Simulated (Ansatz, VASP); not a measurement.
# One calculation of AlP5, two programs

```
Al P
1.0
     7.65629    0.00000    0.00000
    -3.82814    6.63054    0.00000
     0.00000    0.00000    2.53185
Al P
1 5
Direct
  0.00000 0.00000 0.50000
  0.50000 0.00000 0.50000
  0.00000 0.50000 0.50000
  0.50000 0.50000 0.50000
  0.33333 0.66667 0.50000
  0.66667 0.33333 0.50000
```

Alike in both runs: functional PBE; k mesh 3 × 3 × 4; occupations gaussian, width 0.1 eV; no spin polarisation.

Ansatz relaxed the structure, and its values are those at the end. VASP's run is a single point on that final structure, the one shown.

|  | VASP | Ansatz |
| --- | --- | --- |
| version | VASP 6.6.1 | Ansatz 0.2.0 |
| potentials or method | VASP PAW PBE potentials, release 64 (Al, P), cutoff 520 eV | scalar-relativistic, plane waves, PAW |
| valence electrons in the cell | 28 | 28 |

```tsv
	VASP	Ansatz	Ansatz less VASP
gap on the k mesh at the Fermi level (eV)	none	none	-
pressure (GPa)	-0.2	0.0	+0.18
```

A gap of «none» marks a metal or a gap that the smearing closes.

The k mesh is coarse, so the values compare programs but aren't converged.
